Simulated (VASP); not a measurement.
# HfO2 (Fm-3m) in VASP: notebook, part 2 of 2

VASP 6.6.1. Earlier steps stand in the parts before.

### 3 Single point, PBE0

The input, POSCAR:

```
HfO2
1.0
    0.0000000000      2.5291822585      2.5291822585
    2.5291822585      0.0000000000      2.5291822585
    2.5291822585      2.5291822585      0.0000000000
Hf O
1 2
Direct
    0.0000000000      0.0000000000      0.0000000000
    0.7500000000      0.7500000000      0.7500000000
    0.2500000000      0.2500000000      0.2500000000
```

The input, INCAR.step1:

```
SYSTEM = HfO2
PREC = Accurate
ENCUT = 520
EDIFF = 1E-5
ISMEAR = 0
SIGMA = 0.01
LREAL = .False.
LASPH = .True.
NELM = 60
ALGO = Normal
ISIF = 2
LWAVE = .True.
NBANDS = 18
GGA = PE
```

The input, INCAR.step2:

```
SYSTEM = HfO2
PREC = Accurate
ENCUT = 520
EDIFF = 1E-7
ISMEAR = 0
SIGMA = 0.01
LREAL = .False.
LASPH = .True.
NELM = 60
ALGO = Normal
ISIF = 2
LWAVE = .False.
LCHARG = .True.
GGA = PE
LHFCALC = .True.
AEXX = 0.25
PRECFOCK = Normal
LELF = .True.
LVHAR = .True.
NBANDS = 18
ISTART = 1
```

The input, KPOINTS:

```
Automatic mesh
0
Gamma
  6 6 6
  0 0 0
```

Potentials or basis: VASP PAW PBE potentials, release 64 (Hf_pv, O).

Command:

```
> cat potpaw_PBE.64/Hf_pv/POTCAR potpaw_PBE.64/O/POTCAR > POTCAR
> cp INCAR.step1 INCAR
> mpirun -np 1 vasp_std > vasp.out
> cp INCAR.step2 INCAR
> mpirun -np 1 vasp_std > vasp.out
```

OUTCAR:

```text
SYSTEM = HfO2
   PREC = Accurate
   ENCUT = 520
   EDIFF = 1E-7
   ISMEAR = 0
   LREAL = .False.
   LASPH = .True.
   NELM = 60
   ISIF = 2
   GGA = PE
   LHFCALC = .True.
   AEXX = 0.25
   PRECFOCK = Normal
   ISTART = 1

 ion  position               nearest neighbor table
   1  0.000  0.000  0.000-   2 2.19   2 2.19   2 2.19   3 2.19   3 2.19   3 2.19   3 2.19   2 2.19

   2  0.750  0.750  0.750-   1 2.19   1 2.19   1 2.19   1 2.19
   3  0.250  0.250  0.250-   1 2.19   1 2.19   1 2.19   1 2.19

  LATTYP: Found a face centered cubic cell.
 ALAT       =     5.0583645170

  Lattice vectors:

 A1 = (   0.0000000000,   2.5291822585,   2.5291822585)
 A2 = (   2.5291822585,   0.0000000000,   2.5291822585)
 A3 = (   2.5291822585,   2.5291822585,   0.0000000000)

Analysis of symmetry for initial positions (statically):
=====================================================================
 Subroutine PRICEL returns:
 Original cell was already a primitive cell.

 Routine SETGRP: Setting up the symmetry group for a
 face centered cubic supercell.

 Subroutine GETGRP returns: Found 48 space group operations
[... 164 lines left out ...]

  energy without entropy =      -38.40421547  energy(sigma->0) =      -38.40421547

 E-fermi :   2.9832     XC(G=0):  -9.3256

 val. band max:        2.9105597026   @ k =   0.5000   0.5000   0.0000
 cond. band min:       9.0329919169   @ k =   0.5000   0.5000   0.0000
 fundamental gap:      6.1224322143
 Fermi energy:         2.9831752111

 k-point     1 :       0.0000    0.0000    0.0000
  band No.  band energies     occupation
      1     -28.2809      2.00000
      2     -28.2809      2.00000
      3     -28.2809      2.00000
      4     -17.6163      2.00000
      5     -14.3725      2.00000
      6      -2.9490      2.00000
[... 313 lines left out ...]
      5     -15.3534      2.00000
      6      -3.4724      2.00000
[... 10 lines left out ...]
     17      18.5987      0.00000
     18      19.3577      0.00000

------------------------ aborting loop because EDIFF is reached ----------------------------------------

  FORCE on cell =-STRESS in cart. coord.  units (eV):
  Direction    XX          YY          ZZ          XY          YZ          ZX
  --------------------------------------------------------------------------------------
  -------------------------------------------------------------------------------------
  Total       -1.0514095     -1.0514095     -1.0514095      0.0000000      0.0000000     -0.0000000
  in kB      -52.0609520    -52.0609520    -52.0609520      0.0000000      0.0000000     -0.0000000
  external PRESSURE =     -52.0609520 kB  Pullay stress =       0.0000000 kB

 VOLUME and BASIS-vectors are now :
 -----------------------------------------------------------------------------
  energy-cutoff  :      520.00
  volume of cell :       32.36
      direct lattice vectors                 reciprocal lattice vectors
     0.000000000  2.529182259  2.529182259    -0.197692356  0.197692356  0.197692356
     2.529182259  0.000000000  2.529182259     0.197692356 -0.197692356  0.197692356
     2.529182259  2.529182259  0.000000000     0.197692356  0.197692356 -0.197692356

 POSITION                                       TOTAL-FORCE (eV/Angst)
 -----------------------------------------------------------------------------------
      0.00000      0.00000      0.00000        -0.000000     -0.000000      0.000000
      3.79377      3.79377      3.79377         0.000000      0.000000      0.000000
      1.26459      1.26459      1.26459        -0.000000     -0.000000     -0.000000
 -----------------------------------------------------------------------------------
    total drift:                               -0.000000     -0.000000     -0.000000

  FREE ENERGIE OF THE ION-ELECTRON SYSTEM (eV)
  ---------------------------------------------------
  free  energy   TOTEN  =       -38.4042154716 eV

  energy  without entropy=      -38.4042154716  energy(sigma->0) =      -38.40421547
```

OSZICAR.step1:

```text
N       E                     dE             d eps       ncg     rms          rms(c)
DAV:   1     0.906020659544E+02    0.90602E+02   -0.12520E+04   576   0.120E+03
DAV:   2    -0.320236339777E+02   -0.12263E+03   -0.11946E+03   728   0.294E+02
DAV:   3    -0.359868314673E+02   -0.39632E+01   -0.39449E+01   660   0.465E+01
DAV:   4    -0.360105013156E+02   -0.23670E-01   -0.23659E-01   706   0.399E+00
DAV:   5    -0.360106464154E+02   -0.14510E-03   -0.14509E-03   638   0.287E-01    0.486E+01
DAV:   6    -0.303732211306E+02    0.56374E+01   -0.20095E+01   590   0.324E+01    0.421E+01
DAV:   7    -0.302818133465E+02    0.91408E-01   -0.64592E-01   668   0.667E+00    0.293E+01
DAV:   8    -0.302666605769E+02    0.15153E-01   -0.27648E-01   628   0.483E+00    0.947E+00
DAV:   9    -0.302457486850E+02    0.20912E-01   -0.63904E-02   606   0.213E+00    0.263E+00
DAV:  10    -0.302459417215E+02   -0.19304E-03   -0.32296E-03   648   0.435E-01    0.167E-01
DAV:  11    -0.302459827508E+02   -0.41029E-04   -0.16704E-04   662   0.112E-01    0.207E-01
DAV:  12    -0.302459950795E+02   -0.12329E-04   -0.37155E-05   618   0.408E-02    0.158E-02
DAV:  13    -0.302459959564E+02   -0.87681E-06   -0.14545E-06   414   0.930E-03
   1 F= -.30245996E+02 E0= -.30245996E+02  d E =-.498876E-23
```

Wall time 1.8 h (1 thread of Intel Xeon 8259CL, shared host); peak memory 0.18 GiB.

Results:

```
Free energy            : -38.4042 eV
Pressure               : -5.2 GPa
Band gap on the k mesh : 6.12 eV
```

Caveat: the cell stands under tension; the PAW data sets were made with another functional, which shifts forces and pressure a little; spin-orbit coupling is left out, which moves the levels of the heavy elements.
